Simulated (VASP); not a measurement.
Runs of VASP 6.6.1 on SiPb2. The structure is that of space group Fm-3m (No. 225), or close to it. The cells are those of the table. 

```csv
task,cell,k mesh,cutoff (eV),smearing,gap on the mesh (eV),pressure (GPa),relaxed volume (Å³/atom)
single point,"a = 5.037 Å, angles 60.0°, 3 atoms",10 × 10 × 10,520,gaussian 0.1 eV,none,-0.1,-
relaxation of cell and atoms,"relaxed from a = 5.037 Å, angles 60.0°, 3 atoms",10 × 10 × 10,600,fermi-dirac 0.15 eV,none,0.0,30.04
relaxation of cell and atoms,"relaxed from a = 5.026 Å, angles 60.0°, 3 atoms",10 × 10 × 10,600,gaussian 0.1 eV,none,0.0,(a)
single point,"a = 5.033 Å, angles 60.0°, 3 atoms",10 × 10 × 10,520,fermi-dirac 0.15 eV,none,-0.1,-
single point,"a = 4.545 Å, angles 60.0°, 3 atoms",6 × 6 × 6,520,gaussian 0.1 eV,none,24.5,-
```

Alike in all rows: level PBE; potentials or basis VASP PAW PBE potentials, release 64 (Si, Pb_d); no spin polarisation.

Task: Fill in the values left out.

Result: (a) 30.09.

Caveats: spin-orbit coupling is left out, which moves the levels of the heavy elements.

A k mesh can miss the band edges, and the runs leave out spin-orbit coupling on Pb.

A gap of «none» marks levels without a gap at the run's occupations.
